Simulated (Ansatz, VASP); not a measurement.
**ScRu3 in VASP and in Ansatz**

```
CELL_PARAMETERS angstrom
3.80800 0.00000 0.00000
0.00000 3.80800 0.00000
0.00000 0.00000 3.80800
ATOMIC_POSITIONS crystal
Sc 0.00000 0.00000 0.00000
Ru 0.00000 0.50000 0.50000
Ru 0.50000 0.00000 0.50000
Ru 0.50000 0.50000 0.00000
```

Alike in both runs: task single point; functional LDA; k mesh 10 × 10 × 10; occupations gaussian, width 0.1 eV; no spin polarisation.

```csv
,VASP,Ansatz
version,VASP 6.6.1,Ansatz 0.2.0
potentials or method,"VASP PAW LDA potentials, release 64 (Sc_sv, Ru_pv), cutoff 520 eV","scalar-relativistic, plane waves, PAW"
valence electrons in the cell,53,59
```

```csv
,VASP,Ansatz,Ansatz less VASP
gap on the k mesh at the Fermi level (eV),none,none,-
pressure (GPa),8.6,7.5,-1.06
```

LDA's correlation is that of Perdew and Zunger in VASP and of Perdew and Wang (1992) in Ansatz. A gap of «none» marks a metal or a gap that the smearing closes. VASP's potentials hold 53 valence electrons a cell and Ansatz's 59, so a difference there can come from the potentials and not from the codes.
